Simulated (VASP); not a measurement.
AlRu, 2 atoms in the cell. Symmetry: P4/mmm, No. 123, tetragonal system. The conventional cell has a = 2.959 Å, b = 2.959 Å, c = 3.049 Å, α = 90.00°, β = 90.00°, γ = 90.00°. Within 3.4 Å of Al (site symmetry 4/mmm) lie 8 Ru at 2.59 Å and 6 Al at 2.96 to 3.05 Å. Within 3.4 Å of Ru (site symmetry 4/mmm) lie 8 Al at 2.59 Å and 6 Ru at 2.96 to 3.05 Å.  This cell differs from its parent crystal: strain -0.015 along x and y, +0.015 along z.

* Program: VASP 6.6.1
* Task: single point
* Functional: PBE
* Potentials or basis: VASP PAW PBE potentials, release 64 (Al, Ru_pv)
* Cutoff: 520 eV
* k mesh: 20 × 20 × 20
* Occupations: gaussian, width 0.15 eV
* Spin: no spin polarisation
* Dipole correction: no
* Further INCAR settings: ALGO = Fast; EDIFF = 1e-07; NBANDS = 16

Potentials or basis: VASP PAW PBE potentials, release 64 (Al, Ru_pv).

The run is started by

```console
$ cat potpaw_PBE.64/Al/POTCAR potpaw_PBE.64/Ru_pv/POTCAR > POTCAR
$ mpirun -np 1 vasp_std > vasp.out
```

Hardware: 1 thread of Intel Xeon 8259CL (shared host).

Task: Estimate the wall time of this run.

Result: Run time: 4.5 min on 1 thread of Intel Xeon 8259CL (shared host), peak memory 0.39 GiB. Counts: scf iterations 15, k points 726.
